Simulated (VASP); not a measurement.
# F (Im-3m) in VASP: a series of runs

Runs on F. Level: PBE. Tasks: single point.

Program: VASP 6.6.1. These are calculated values, not measurements. Logs are shortened: lines on timing, memory, paths and dates and some standing lists are left out, and cuts for length are marked.

## (1) The cell of the first run

Symmetry: Im-3m, No. 229, cubic system. Conventional cell: a = 2.614 Å, b = 2.614 Å, c = 2.614 Å, α = 90.00°, β = 90.00°, γ = 90.00°. F (site symmetry m-3m) has 14 F at 2.26 to 2.61 Å within 3.0 Å.

## (2) Single point, PBE (volume scaled by 0.88)

Input file INCAR:

```
PREC = Accurate ; ENCUT = 520
EDIFF = 1E-7 ; ISMEAR = -1
SIGMA = 0.08 ; LREAL = F
LASPH = T ; NELM = 60
ALGO = Normal ; ISIF = 2
LWAVE = F ; LCHARG = T
GGA = PE ; LELF = T
LVHAR = T ; NBANDS = 10
```

Input file KPOINTS:

```
regular mesh
0
Gamma
  18 18 18
```

Input file POSCAR:

```
F
1.0
   -1.3070378972      1.3070378972      1.3070378972
    1.3070378972     -1.3070378972      1.3070378972
    1.3070378972      1.3070378972     -1.3070378972
F
1
Direct
    0.0000000000      0.0000000000      0.0000000000
```

Potentials or basis: VASP PAW PBE potentials, release 64 (F).

Run with:

```bash
cat potpaw_PBE.64/F/POTCAR > POTCAR
mpirun -np 1 vasp_std > vasp.out
```

OUTCAR:

```text
PREC = Accurate
   ENCUT = 520
   EDIFF = 1E-7
   ISMEAR = -1
   LREAL = F
   LASPH = T
   NELM = 60
   ISIF = 2
   GGA = PE

 ion  position               nearest neighbor table
   1  0.000  0.000  0.000-

  LATTYP: Found a body centered cubic cell.
 ALAT       =     2.6140757944

  Lattice vectors:

 A1 = (  -1.3070378972,   1.3070378972,   1.3070378972)
 A2 = (   1.3070378972,  -1.3070378972,   1.3070378972)
 A3 = (   1.3070378972,   1.3070378972,  -1.3070378972)

Analysis of symmetry for initial positions (statically):
=====================================================================
 Subroutine PRICEL returns:
 Original cell was already a primitive cell.

 Routine SETGRP: Setting up the symmetry group for a
 body centered cubic supercell.

 Subroutine GETGRP returns: Found 48 space group operations
 (whereof 48 operations were pure point group operations)
 out of a pool of 48 trial point group operations.

The static configuration has the point symmetry O_h .

Analysis of symmetry for dynamics (positions and initial velocities):
=====================================================================
 Subroutine PRICEL returns:
 Original cell was already a primitive cell.

 Routine SETGRP: Setting up the symmetry group for a
 body centered cubic supercell.

 Subroutine GETGRP returns: Found 48 space group operations
 (whereof 48 operations were pure point group operations)
 out of a pool of 48 trial point group operations.

The dynamic configuration has the point symmetry O_h .

 Subroutine INISYM returns: Found 48 space group operations
 (whereof 48 operations are pure point group operations),
 and found     1 'primitive' translations

----------------------------------------------------------------------------------------

                                     Primitive cell

  volume of cell :       8.9315

  direct lattice vectors                    reciprocal lattice vectors
    -1.307037897  1.307037897  1.307037897     0.000000000  0.382544378  0.382544378
     1.307037897 -1.307037897  1.307037897     0.382544378  0.000000000  0.382544378
     1.307037897  1.307037897 -1.307037897     0.382544378  0.382544378  0.000000000

  length of vectors
     2.263856045  2.263856045  2.263856045     0.540999448  0.540999448  0.540999448

  position of ions in fractional coordinates (direct lattice)
     0.000000000  0.000000000  0.000000000

  ion indices of the primitive-cell ions
[... 72 lines left out ...]
   ENCUT  =  520.0 eV  38.22 Ry    6.18 a.u.   4.21  4.21  4.21*2*pi/ulx,y,z
   NELM   =     60;   NELMIN=  2; NELMDL= -5     # of ELM steps
   EDIFF  = 0.1E-06   stopping-criterion for ELM
   LREAL  =      F    real-space projection
   EDIFFG = 0.1E-05   stopping-criterion for IOM
   NSW    =      0    number of steps for IOM
   IBRION =     -1    ionic relax: 0-MD 1-quasi-New 2-CG
   NFREE  =      0    steps in history (QN), initial steepest desc. (CG)
   ISIF   =      2    stress and relaxation
   ISYM   =      2    0-nonsym 1-usesym 2-fastsym
   POTIM  = 0.5000    time-step for ionic-motion
   TEBEG  =    0.0;   TEEND  =   0.0 temperature during run
   PSTRESS=    0.0 pullay stress
   NELECT =       7.0000    total number of electrons
   NUPDOWN=      -1.0000    fix difference up-down
   EMIN   =  10.00;   EMAX   =-10.00  energy-range for DOS
   EFERMI =   0.00;   METHOD = LEGACY
   ISMEAR =    -1;   SIGMA  =   0.08  broadening in eV -4-tet -1-fermi 0-gaus
   EFERMI_NEDOS =   21; number of points for ismear=-14 and -15
   IALGO  =     38    algorithm
   IMIX   =      4    mixing-type and parameters
     AMIX     =   0.40;   BMIX     =  1.00
     AMIX_MAG =   1.60;   BMIX_MAG =  1.00
  volume/ion in A,a.u.               =       8.93        60.27
  Fermi-wavevector in a.u.,A,eV,Ry     =   1.509383  2.852319 30.997280  2.278236
  Thomas-Fermi vector in A             =   2.619712
   LORBIT       =      0    0 simple, 1 ext, 2 COOP (PROOUT), +10 PAW based schemes
   GGA     = PE    functional components
   LHFCALC =     F    Hartree Fock is set to
   AEXX    =    0.0000 exact exchange contribution
   IVDW    =     0    specifies the selected vdW correction
   LEPSILON=     F    determine dielectric tensor
   LRPA    =     F    only Hartree local field effects (RPA)
 non-spin polarized calculation
  energy-cutoff  :      520.00
  volume of cell :        8.93
 maximum number of plane-waves:       250
 NGX is ok and might be reduce to    18

 number of electron       6.9999998 magnetization

 Free energy of the ion-electron system (eV)
  ---------------------------------------------------
  ext. energy  EPLUGINS =         0.00000000
  ---------------------------------------------------
  free energy    TOTEN  =        -0.81087511 eV

  energy without entropy =       -0.76142670  energy(sigma->0) =       -0.78615090

 E-fermi :  -2.2064     XC(G=0): -11.0040

 val. band max:       -2.2066828922   @ k =  -0.4444   0.4444   0.1111
 cond. band min:      -2.2024640919   @ k =  -0.1667   0.2222   0.0556
 fundamental gap:      0.0042188003
 Fermi energy:        -2.2063802355

 k-point     1 :       0.0000    0.0000    0.0000
  band No.  band energies     occupation
      1     -24.7901      2.00000
      2      -1.6658      0.00232
      3      -1.6658      0.00232
      4      -1.6658      0.00232
      5      12.6399      0.00000
      6      35.7817      0.00000
      7      35.7817      0.00000
      8      35.7817      0.00000
      9      39.1432      0.00000
     10      39.1432      0.00000
[... 287 lines left out ...]
 k-point    24 :       0.3889    0.1111    0.0000
  band No.  band energies     occupation
      1     -22.5797      2.00000
      2      -6.5903      2.00000
      3      -3.1513      1.99999
      4      -2.0269      0.19185
      5      18.7799      0.00000
      6      21.9354      0.00000
      7      26.5781      0.00000
      8      36.4596      0.00000
      9      42.1627      0.00000
     10      44.2320      0.00000

 [... further k-points ...]
[... 5 lines left out ...]
  --------------------------------------------------------------------------------------
  -------------------------------------------------------------------------------------
  Total        0.4709050      0.4709050      0.4709050     -0.0000000      0.0000000      0.0000000
  in kB       84.4732724     84.4732724     84.4732724     -0.0000000      0.0000000      0.0000000
  external PRESSURE =      84.4732724 kB  Pullay stress =       0.0000000 kB

 VOLUME and BASIS-vectors are now :
 -----------------------------------------------------------------------------
  energy-cutoff  :      520.00
  volume of cell :        8.93
      direct lattice vectors                 reciprocal lattice vectors
    -1.307037897  1.307037897  1.307037897     0.000000000  0.382544378  0.382544378
     1.307037897 -1.307037897  1.307037897     0.382544378  0.000000000  0.382544378
     1.307037897  1.307037897 -1.307037897     0.382544378  0.382544378  0.000000000

 POSITION                                       TOTAL-FORCE (eV/Angst)
 -----------------------------------------------------------------------------------
      0.00000      0.00000      0.00000         0.000000     -0.000000      0.000000
 -----------------------------------------------------------------------------------
    total drift:                                0.000000      0.000000      0.000000

  FREE ENERGIE OF THE ION-ELECTRON SYSTEM (eV)
  ---------------------------------------------------
  free  energy   TOTEN  =        -0.8108751054 eV

  energy  without entropy=       -0.7614267000  energy(sigma->0) =       -0.78615090
```

OSZICAR:

```text
N       E                     dE             d eps       ncg     rms          rms(c)
DAV:   1     0.141950927532E+02    0.14195E+02   -0.38340E+03  4150   0.618E+02
DAV:   2    -0.672073736941E+00   -0.14867E+02   -0.14472E+02  4528   0.122E+02
DAV:   3    -0.809935473401E+00   -0.13786E+00   -0.13635E+00  4636   0.919E+00
DAV:   4    -0.810038954033E+00   -0.10348E-03   -0.10348E-03  4268   0.328E-01
DAV:   5    -0.810039085953E+00   -0.13192E-06   -0.13212E-06  4454   0.104E-02    0.218E-01
DAV:   6    -0.810414216857E+00   -0.37513E-03   -0.95794E-04  4226   0.260E-01    0.106E-01
DAV:   7    -0.810780728258E+00   -0.36651E-03   -0.22512E-04  4188   0.140E-01    0.399E-02
DAV:   8    -0.810874134596E+00   -0.93406E-04   -0.67925E-05  4168   0.690E-02    0.359E-03
DAV:   9    -0.810874956341E+00   -0.82175E-06   -0.50730E-07  4434   0.759E-03    0.141E-03
DAV:  10    -0.810875098325E+00   -0.14198E-06   -0.23373E-08  4186   0.151E-03    0.834E-05
DAV:  11    -0.810875105433E+00   -0.71079E-08   -0.10089E-09  2066   0.271E-04
   1 F= -.81087511E+00 E0= -.78615090E+00  d E =-.494484E-01
```

It took 8.4 s on 1 thread of Intel Xeon Platinum 8488C (Sapphire Rapids), shared host; peak memory 0.12 GiB.

What came out:

| Property | Result |
| --- | --- |
| Free energy | -0.8109 eV |
| Pressure | 8.4 GPa |

Caveat: an odd number of electrons without spin polarisation forces a metal; a magnetic or distorted state may lie lower.

## (3) Single point, PBE (volume scaled by 0.88)

Input file INCAR:

```
SYSTEM = F
PREC = Accurate
ENCUT = 520
EDIFF = 1E-7
ISMEAR = -1
SIGMA = 0.08
LREAL = .FALSE.
LASPH = .TRUE.
NELM = 100
ALGO = Normal
ISIF = 2
LWAVE = .FALSE.
LCHARG = .FALSE.
GGA = PE
NBANDS = 10
```

Input file KPOINTS:

```
regular mesh
0
G
  18 18 18
  0 0 0
```

POSCAR is that of step 2.

Potentials or basis: VASP PAW PBE potentials, release 64 (F).

Run with:

```bash
cat potpaw_PBE.64/F/POTCAR > POTCAR
mpirun -np 1 vasp_std > vasp.out
```

Run time: 12 s. Hardware: 1 thread of Intel Xeon Platinum 8488C (Sapphire Rapids), shared host; peak memory 0.12 GiB.

Results (log left out):

```
Free energy : -0.8109 eV
Pressure    : 8.4 GPa
```

Levels at points of the mesh, in eV from the Fermi level:
```tsv
k point	band 1	band 2	band 3	band 4	band 5	band 6	band 7	band 8
(0.00, 0.00, 0.00)	-22.58	0.54	0.54	0.54	14.85	37.99	37.99	37.99
(0.50, 0.00, 0.00)	-20.36	-4.72	-0.69	0.37	20.63	23.99	29.57	38.08
(0.50, 0.50, 0.50)	-19.16	-2.39	-2.39	-2.39	20.63	20.63	33.95	33.95
```

Caveat: an odd number of electrons without spin polarisation forces a metal; a magnetic or distorted state may lie lower.

## (4) Single point, PBE (volume scaled by 0.43)

Input file INCAR:

```
ALGO = Normal
EDIFF = 1E-6
ENCUT = 600
GGA = PE
GGA_COMPAT = F
ISIF = 2
ISMEAR = -1
LASPH = T
LCHARG = F
LREAL = F
LWAVE = F
NBANDS = 10
NELM = 120
PREC = Accurate
SIGMA = 0.08
```

Input file KPOINTS:

```
k-points
0
Gamma
  18 18 18
```

Input file POSCAR:

```
F
1.0
   -1.0294772991      1.0294772991      1.0294772991
    1.0294772991     -1.0294772991      1.0294772991
    1.0294772991      1.0294772991     -1.0294772991
F
1
Direct
    0.0000000000      0.0000000000      0.0000000000
```

Potentials or basis: VASP PAW PBE potentials, release 64 (F).

Run with:

```bash
cat potpaw_PBE.64/F/POTCAR > POTCAR
mpirun -np 1 vasp_std > vasp.out
```

OUTCAR:

```text
EDIFF = 1E-6
   ENCUT = 600
   GGA = PE
   ISIF = 2
   ISMEAR = -1
   LASPH = T
   LREAL = F
   NELM = 120
   PREC = Accurate

 ion  position               nearest neighbor table
   1  0.000  0.000  0.000-

  LATTYP: Found a body centered cubic cell.
 ALAT       =     2.0589545982

  Lattice vectors:

 A1 = (  -1.0294772991,   1.0294772991,   1.0294772991)
 A2 = (   1.0294772991,  -1.0294772991,   1.0294772991)
 A3 = (   1.0294772991,   1.0294772991,  -1.0294772991)

[... 479 lines left out ...]
      1     -14.7956      2.00000
      2      -2.8527      2.00000
      3       6.2527      2.00000
      4       9.3452      0.01859
      5      36.3465      0.00000
      6      43.8443      0.00000
      7      44.9702      0.00000
      8      60.4030      0.00000
      9      73.2366      0.00000
     10      75.1036      0.00000

 [... further k-points ...]
[... 5 lines left out ...]
  --------------------------------------------------------------------------------------
  -------------------------------------------------------------------------------------
  Total       10.3617284     10.3617284     10.3617284     -0.0000000      0.0000000     -0.0000000
  in kB     3803.9296139   3803.9296139   3803.9296139     -0.0000000      0.0000000     -0.0000000
  external PRESSURE =    3803.9296139 kB  Pullay stress =       0.0000000 kB

 VOLUME and BASIS-vectors are now :
 -----------------------------------------------------------------------------
  energy-cutoff  :      600.00
  volume of cell :        4.36
      direct lattice vectors                 reciprocal lattice vectors
    -1.029477299  1.029477299  1.029477299     0.000000000  0.485683366  0.485683366
     1.029477299 -1.029477299  1.029477299     0.485683366  0.000000000  0.485683366
     1.029477299  1.029477299 -1.029477299     0.485683366  0.485683366  0.000000000

 POSITION                                       TOTAL-FORCE (eV/Angst)
 -----------------------------------------------------------------------------------
      0.00000      0.00000      0.00000        -0.000000      0.000000      0.000000
 -----------------------------------------------------------------------------------
    total drift:                               -0.000000     -0.000000      0.000000

  FREE ENERGIE OF THE ION-ELECTRON SYSTEM (eV)
  ---------------------------------------------------
  free  energy   TOTEN  =         2.1920203413 eV

  energy  without entropy=        2.2129068485  energy(sigma->0) =        2.20246359
```

OSZICAR:

```text
N       E                     dE             d eps       ncg     rms          rms(c)
DAV:   1     0.205175690624E+02    0.20518E+02   -0.48341E+03  4364   0.764E+02
DAV:   2     0.221547361653E+01   -0.18302E+02   -0.17569E+02  4396   0.151E+02
DAV:   3     0.206778689377E+01   -0.14769E+00   -0.14670E+00  4704   0.104E+01
DAV:   4     0.206775004838E+01   -0.36845E-04   -0.36844E-04  4222   0.206E-01
DAV:   5     0.206775003913E+01   -0.92568E-08   -0.98573E-08  4362   0.310E-03    0.270E+00
DAV:   6     0.218028999499E+01    0.11254E+00   -0.20627E-01  4014   0.424E+00    0.103E+00
DAV:   7     0.219287754150E+01    0.12588E-01   -0.64043E-02  4118   0.245E+00    0.249E-01
DAV:   8     0.219202069580E+01   -0.85685E-03   -0.96924E-04  4136   0.335E-01    0.113E-02
DAV:   9     0.219202034126E+01   -0.35454E-06   -0.25653E-06  4540   0.208E-02
   1 F= 0.21920203E+01 E0= 0.22024636E+01  d E =-.208865E-01
```

It took 9 s on 1 thread of Intel Xeon 8259CL, shared host; peak memory 0.11 GiB.

What came out:

```
Free energy : 2.1920 eV
Pressure    : 380.4 GPa
```

Caveat: an odd number of electrons without spin polarisation forces a metal; a magnetic or distorted state may lie lower.
